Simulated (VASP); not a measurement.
# AlP (F-43m) in VASP: a series of runs, part 2 of 2

VASP 6.6.1. The steps go on from the part before.

## (3) Single point, PBE

INCAR reads:

```
PREC = Accurate
ENCUT = 500
EDIFF = 1E-6
ISMEAR = 0
SIGMA = 0.01
LREAL = False
LASPH = True
NELM = 120
ALGO = Normal
ISIF = 2
LWAVE = False
LCHARG = True
GGA = PE
LELF = True
LVHAR = True
NBANDS = 11
GGA_COMPAT = False
```

KPOINTS reads:

```
Automatic mesh
0
Gamma
  3 3 3
```

POSCAR reads:

```
AlP
1.0
    0.0000000000      2.6945833124      2.6945833124
    2.6945833124      0.0000000000      2.6945833124
    2.6945833124      2.6945833124      0.0000000000
Al P
1 1
Direct
    0.0000000000      0.0000000000      0.0000000000
    0.2500000000      0.2500000000      0.2500000000
```

Potentials or basis: VASP PAW PBE potentials, release 64 (Al, P).

Started as:

```console
> cat potpaw_PBE.64/Al/POTCAR potpaw_PBE.64/P/POTCAR > POTCAR
> mpirun -np 1 vasp_std > vasp.out
```

OUTCAR:

```text
PREC = Accurate
   ENCUT = 500
   EDIFF = 1E-6
   ISMEAR = 0
   LREAL = False
   LASPH = True
   NELM = 120
   ISIF = 2
   GGA = PE

 ion  position               nearest neighbor table
   1  0.000  0.000  0.000-   2 2.33   2 2.33   2 2.33   2 2.33
   2  0.250  0.250  0.250-   1 2.33   1 2.33   1 2.33   1 2.33

  LATTYP: Found a face centered cubic cell.
 ALAT       =     5.3891666248

  Lattice vectors:

 A1 = (   0.0000000000,   2.6945833124,   2.6945833124)
 A2 = (   2.6945833124,   0.0000000000,   2.6945833124)
 A3 = (   2.6945833124,   2.6945833124,   0.0000000000)

Analysis of symmetry for initial positions (statically):
=====================================================================
 Subroutine PRICEL returns:
 Original cell was already a primitive cell.

 Routine SETGRP: Setting up the symmetry group for a
 face centered cubic supercell.

 Subroutine GETGRP returns: Found 24 space group operations
 (whereof 24 operations were pure point group operations)
 out of a pool of 48 trial point group operations.

The static configuration has the point symmetry T_d .

Analysis of symmetry for dynamics (positions and initial velocities):
=====================================================================
 Subroutine PRICEL returns:
 Original cell was already a primitive cell.

 Routine SETGRP: Setting up the symmetry group for a
 face centered cubic supercell.

 Subroutine GETGRP returns: Found 24 space group operations
 (whereof 24 operations were pure point group operations)
 out of a pool of 48 trial point group operations.

The dynamic configuration has the point symmetry T_d .

 Subroutine INISYM returns: Found 24 space group operations
 (whereof 24 operations are pure point group operations),
 and found     1 'primitive' translations

----------------------------------------------------------------------------------------

                                     Primitive cell

  volume of cell :      39.1295

  direct lattice vectors                    reciprocal lattice vectors
     0.000000000  2.694583312  2.694583312    -0.185557447  0.185557447  0.185557447
     2.694583312  0.000000000  2.694583312     0.185557447 -0.185557447  0.185557447
     2.694583312  2.694583312  0.000000000     0.185557447  0.185557447 -0.185557447

  length of vectors
     3.810716265  3.810716265  3.810716265     0.321394926  0.321394926  0.321394926

  position of ions in fractional coordinates (direct lattice)
     0.000000000  0.000000000  0.000000000
     0.250000000  0.250000000  0.250000000

  ion indices of the primitive-cell ions
   primitive index   ion index
                 1           1
                 2           2

----------------------------------------------------------------------------------------

 KPOINTS: Automatic mesh

Automatic generation of k-mesh.
 Grid dimensions read from file:
 generate k-points for:    3    3    3

 Generating k-lattice:

  Cartesian coordinates                     Fractional coordinates (reciprocal lattice)
    -0.061852482  0.061852482  0.061852482     0.333333333  0.000000000  0.000000000
     0.061852482 -0.061852482  0.061852482     0.000000000  0.333333333  0.000000000
     0.061852482  0.061852482 -0.061852482     0.000000000  0.000000000  0.333333333

  Length of vectors
     0.107131642  0.107131642  0.107131642

  Shift w.r.t. Gamma in fractional coordinates (k-lattice)
     0.000000000  0.000000000  0.000000000

 Subroutine IBZKPT returns following result:
 ===========================================

 Found      4 irreducible k-points:

 Following reciprocal coordinates:
            Coordinates               Weight
  0.000000  0.000000  0.000000      1.000000
  0.333333  0.000000  0.000000      8.000000
  0.333333  0.333333  0.000000      6.000000
 -0.333333  0.333333  0.000000     12.000000
   k-points           NKPTS =      4   k-points in BZ     NKDIM =      4   number of bands    NBANDS=     11
   number of dos      NEDOS =    301   number of ions     NIONS =      2
   total plane-waves  NPLWV =  21952
   dimension x,y,z NGX =    28 NGY =   28 NGZ =   28
   dimension x,y,z NGXF=    56 NGYF=   56 NGZF=   56
   ions per type =               1   1
   NGX,Y,Z   is equivalent  to a cutoff of  12.22, 12.22, 12.22 a.u.
   NGXF,Y,Z  is equivalent  to a cutoff of  24.43, 24.43, 24.43 a.u.
 SYSTEM =  unknown system
   PREC   = accura    normal or accurate (medium, high low for compatibility)
   ISTART =      0    job   : 0-new  1-cont  2-samecut
   ICHARG =      2    charge: 1-file 2-atom 10-const
   ISPIN  =      1    spin polarized calculation?
   LNONCOLLINEAR =      F non collinear calculations
   LSORBIT =      F    spin-orbit coupling
   LASPH  =      T    aspherical Exc in radial PAW
   ENCUT  =  500.0 eV  36.75 Ry    6.06 a.u.   6.95  6.95  6.95*2*pi/ulx,y,z
   NELM   =    120;   NELMIN=  2; NELMDL= -5     # of ELM steps
   EDIFF  = 0.1E-05   stopping-criterion for ELM
   LREAL  =      F    real-space projection
   EDIFFG = 0.1E-04   stopping-criterion for IOM
   NSW    =      0    number of steps for IOM
   IBRION =     -1    ionic relax: 0-MD 1-quasi-New 2-CG
   NFREE  =      0    steps in history (QN), initial steepest desc. (CG)
   ISIF   =      2    stress and relaxation
   ISYM   =      2    0-nonsym 1-usesym 2-fastsym
   POTIM  = 0.5000    time-step for ionic-motion
   TEBEG  =    0.0;   TEEND  =   0.0 temperature during run
   PSTRESS=    0.0 pullay stress
   NELECT =       8.0000    total number of electrons
   NUPDOWN=      -1.0000    fix difference up-down
   EMIN   =  10.00;   EMAX   =-10.00  energy-range for DOS
   EFERMI =   0.00;   METHOD = LEGACY
   ISMEAR =     0;   SIGMA  =   0.01  broadening in eV -4-tet -1-fermi 0-gaus
   EFERMI_NEDOS =   21; number of points for ismear=-14 and -15
   IALGO  =     38    algorithm
   IMIX   =      4    mixing-type and parameters
     AMIX     =   0.40;   BMIX     =  1.00
     AMIX_MAG =   1.60;   BMIX_MAG =  1.00
  volume/ion in A,a.u.               =      19.56       132.03
  Fermi-wavevector in a.u.,A,eV,Ry     =   0.964428  1.822505 12.655073  0.930122
  Thomas-Fermi vector in A             =   2.094059
   LORBIT       =      0    0 simple, 1 ext, 2 COOP (PROOUT), +10 PAW based schemes
   GGA     = PE    functional components
   LHFCALC =     F    Hartree Fock is set to
   AEXX    =    0.0000 exact exchange contribution
   IVDW    =     0    specifies the selected vdW correction
   LEPSILON=     F    determine dielectric tensor
   LRPA    =     F    only Hartree local field effects (RPA)
 non-spin polarized calculation
 Gauss-broadening in eV      SIGMA  =   0.01
  energy-cutoff  :      500.00
  volume of cell :       39.13
 maximum number of plane-waves:      1018
   NGX = 13   NGY = 13   NGZ = 13

 number of electron       7.9999999 magnetization

 Free energy of the ion-electron system (eV)
  ---------------------------------------------------
  ext. energy  EPLUGINS =         0.00000000
  ---------------------------------------------------
  free energy    TOTEN  =        -9.93817375 eV

  energy without entropy =       -9.93817375  energy(sigma->0) =       -9.93817375

 E-fermi :   5.1558     XC(G=0):  -9.3110

 val. band max:        5.0590919769   @ k =   0.0000   0.0000   0.0000
 cond. band min:       7.1729936526   @ k =   0.3333   0.3333   0.0000
 fundamental gap:      2.1139016757
 Fermi energy:         5.1558444542

 k-point     1 :       0.0000    0.0000    0.0000
  band No.  band energies     occupation
      1      -6.6919      2.00000
      2       5.0591      2.00000
      3       5.0591      2.00000
      4       5.0591      2.00000
      5       8.6894      0.00000
      6       9.6020      0.00000
      7       9.6020      0.00000
      8       9.6020      0.00000
      9      13.8730      0.00000
     10      13.8730      0.00000
     11      15.5746      0.00000

 k-point     2 :       0.3333    0.0000    0.0000
  band No.  band energies     occupation
      1      -5.5330      2.00000
      2       0.5686      2.00000
      3       4.4166      2.00000
      4       4.4166      2.00000
      5       8.2152      0.00000
      6      10.0671      0.00000
      7      10.0671      0.00000
      8      13.1780      0.00000
      9      14.2143      0.00000
     10      14.2143      0.00000
     11      15.5814      0.00000

 k-point     3 :       0.3333    0.3333    0.0000
  band No.  band energies     occupation
      1      -5.1187      2.00000
      2       0.9521      2.00000
      3       3.2379      2.00000
      4       3.2379      2.00000
      5       7.1730      0.00000
      6       8.1762      0.00000
      7      13.6597      0.00000
      8      13.6597      0.00000
      9      15.0805      0.00000
     10      16.0120      0.00000
     11      19.7081      0.00000

 k-point     4 :      -0.3333    0.3333    0.0000
  band No.  band energies     occupation
      1      -4.3569      2.00000
      2       0.0050      2.00000
      3       1.3332      2.00000
      4       3.5144      2.00000
      5       7.8063      0.00000
      6      11.5344      0.00000
      7      12.7099      0.00000
      8      13.0540      0.00000
      9      14.0346      0.00000
     10      14.2022      0.00000
     11      20.5495      0.00000

------------------------ aborting loop because EDIFF is reached ----------------------------------------

  FORCE on cell =-STRESS in cart. coord.  units (eV):
  Direction    XX          YY          ZZ          XY          YZ          ZX
  --------------------------------------------------------------------------------------
  -------------------------------------------------------------------------------------
  Total        1.8805566      1.8805566      1.8805566     -0.0000000     -0.0000000     -0.0000000
  in kB       77.0002527     77.0002527     77.0002527     -0.0000000     -0.0000000     -0.0000000
  external PRESSURE =      77.0002527 kB  Pullay stress =       0.0000000 kB

 VOLUME and BASIS-vectors are now :
 -----------------------------------------------------------------------------
  energy-cutoff  :      500.00
  volume of cell :       39.13
      direct lattice vectors                 reciprocal lattice vectors
     0.000000000  2.694583312  2.694583312    -0.185557447  0.185557447  0.185557447
     2.694583312  0.000000000  2.694583312     0.185557447 -0.185557447  0.185557447
     2.694583312  2.694583312  0.000000000     0.185557447  0.185557447 -0.185557447

 POSITION                                       TOTAL-FORCE (eV/Angst)
 -----------------------------------------------------------------------------------
      0.00000      0.00000      0.00000         0.000000      0.000000      0.000000
      1.34729      1.34729      1.34729        -0.000000     -0.000000     -0.000000
 -----------------------------------------------------------------------------------
    total drift:                                0.000000      0.000000      0.000000

  FREE ENERGIE OF THE ION-ELECTRON SYSTEM (eV)
  ---------------------------------------------------
  free  energy   TOTEN  =        -9.9381737483 eV

  energy  without entropy=       -9.9381737483  energy(sigma->0) =       -9.93817375
```

OSZICAR:

```text
N       E                     dE             d eps       ncg     rms          rms(c)
DAV:   1     0.104913630828E+02    0.10491E+02   -0.32609E+03    88   0.546E+02
DAV:   2    -0.972999999258E+01   -0.20221E+02   -0.19848E+02   116   0.951E+01
DAV:   3    -0.103844520555E+02   -0.65445E+00   -0.65385E+00   109   0.159E+01
DAV:   4    -0.103901502196E+02   -0.56982E-02   -0.56980E-02   100   0.184E+00
DAV:   5    -0.103902719880E+02   -0.12177E-03   -0.12177E-03   117   0.248E-01    0.483E+00
DAV:   6    -0.999762707674E+01    0.39264E+00   -0.75203E-01    94   0.325E+00    0.316E+00
DAV:   7    -0.993601608850E+01    0.61611E-01   -0.29197E-01    97   0.219E+00    0.163E+00
DAV:   8    -0.993791709543E+01   -0.19010E-02   -0.19204E-02    88   0.701E-01    0.187E-01
DAV:   9    -0.993793589802E+01   -0.18803E-04   -0.72220E-04   103   0.156E-01    0.907E-02
DAV:  10    -0.993816761946E+01   -0.23172E-03   -0.31888E-04    91   0.954E-02    0.113E-02
DAV:  11    -0.993817285531E+01   -0.52359E-05   -0.31645E-05   103   0.257E-02    0.174E-02
DAV:  12    -0.993817374835E+01   -0.89303E-06   -0.14309E-06   100   0.716E-03
   1 F= -.99381737E+01 E0= -.99381737E+01  d E =-.138845E-43
```

Wall time 8.5 s (1 thread of Intel Xeon 8259CL, shared host); peak memory 0.14 GiB.

Results:

- Free energy: -9.9382 eV
- Pressure: 7.7 GPa
- Band gap on the k mesh: 2.11 eV, indirect (least direct gap 3.63 eV)

Levels at points of the mesh, in eV from the valence-band top:
```csv
k point,band 1,band 2,band 3,band 4,band 5,band 6,band 7,band 8,band 9
"(0.00, 0.00, 0.00)",-11.75,0.00,0.00,0.00,3.63,4.54,4.54,4.54,8.81
```

Caveat: the k points lie up to 0.67 Å⁻¹ apart.

## (4) Single point, PBE

This run uses another cell than the first one, of 22.01 Å³/atom, 1.125 times its volume.

INCAR reads:

```
ALGO     = Normal         # electronic algorithm
EDIFF    = 1E-6           # SCF threshold, eV
ENCUT    = 500            # plane-wave cutoff, eV
GGA      = PE             # functional
GGA_COMPAT= False        
ISIF     = 2              # what is computed and relaxed
ISMEAR   = 0              # smearing method
LASPH    = True           # aspherical terms in the spheres
LCHARG   = True           # write CHGCAR
LELF     = True           # ELF
LREAL    = False          # projectors in reciprocal space
LVHAR    = True         
LWAVE    = False          # write WAVECAR
NBANDS   = 11             # bands
NELM     = 120            # most SCF steps
PREC     = Accurate       # precision mode
SIGMA    = 0.01           # smearing width, eV
```

KPOINTS reads:

```
k-points
0
Gamma
  3 3 3
```

POSCAR reads:

```
AlP
1.0
    0.0000000000      2.8024795790      2.8024795790
    2.8024795790      0.0000000000      2.8024795790
    2.8024795790      2.8024795790      0.0000000000
Al P
1 1
Direct
    0.0000000000      0.0000000000      0.0000000000
    0.2500000000      0.2500000000      0.2500000000
```

Started as:

```console
> cat potpaw_PBE.64/Al/POTCAR potpaw_PBE.64/P/POTCAR > POTCAR
> mpirun -np 1 vasp_std > vasp.out
```

It took 8.5 s on 1 thread of Intel Xeon 8259CL, shared host; peak memory 0.15 GiB.

Results (log left out):

* Free energy: -9.9960 eV
* Pressure: -2.9 GPa
* Band gap on the k mesh: 2.21 eV, indirect (least direct gap 2.62 eV)

Levels at points of the mesh, in eV from the valence-band top:
| k point | band 1 | band 2 | band 3 | band 4 | band 5 | band 6 | band 7 | band 8 |
| --- | --- | --- | --- | --- | --- | --- | --- | --- |
| (0.00, 0.00, 0.00) | -11.08 | 0.00 | 0.00 | 0.00 | 2.62 | 4.38 | 4.38 | 4.38 |

Caveat: the k points lie up to 0.65 Å⁻¹ apart. Expect the measured gap to be larger: semilocal functionals such as PBE lack the derivative discontinuity.
